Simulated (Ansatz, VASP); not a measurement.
**One calculation of Mg5O, two programs**

```
CELL_PARAMETERS angstrom
0.00000 4.02646 4.02646
4.02646 0.00000 4.02646
4.02646 4.02646 0.00000
ATOMIC_POSITIONS crystal
Mg 0.12494 0.62502 0.62502
Mg 0.62502 0.62502 0.62502
Mg 0.62502 0.12494 0.62502
Mg 0.62502 0.62502 0.12494
Mg 0.25000 0.25000 0.25000
O 0.00000 0.00000 0.00000
```

Change from the starting cell: species swapped into the ErCu5 type (F-43m, No. 216).

Alike in both runs: functional PBE; k mesh 4 × 4 × 4; occupations gaussian, width 0.1 eV; collinear spin.

Ansatz relaxed the structure, and its values are those at the end. VASP's run is a single point on that final structure, the one shown.

|  | VASP | Ansatz |
| --- | --- | --- |
| version | VASP 6.6.1 | Ansatz 0.2.0 |
| potentials or method | VASP PAW PBE potentials, release 64 (Mg, O), cutoff 520 eV | scalar-relativistic, plane waves, PAW |
| valence electrons in the cell | 16 | 56 |

```csv
,VASP,Ansatz,Ansatz less VASP
gap on the k mesh at the Fermi level (eV),none,none,-
pressure (GPa),0.1,0.3,+0.20
rms of the force components (eV/Å),0.003,0.000,-0.0027
net moment per atom (μB),0.00,0.24,+0.240
size of the moment on the site where the two differ most (μB),0.00,0.62,+0.621
```

The net moments are unlike, so the other rows may belong to different states. Site moments also hang on the region over which each program counts them. A gap of «none» marks a metal or a gap that the smearing closes. VASP's potentials hold 16 valence electrons a cell and Ansatz's 56, so a difference there can come from the potentials and not from the codes.
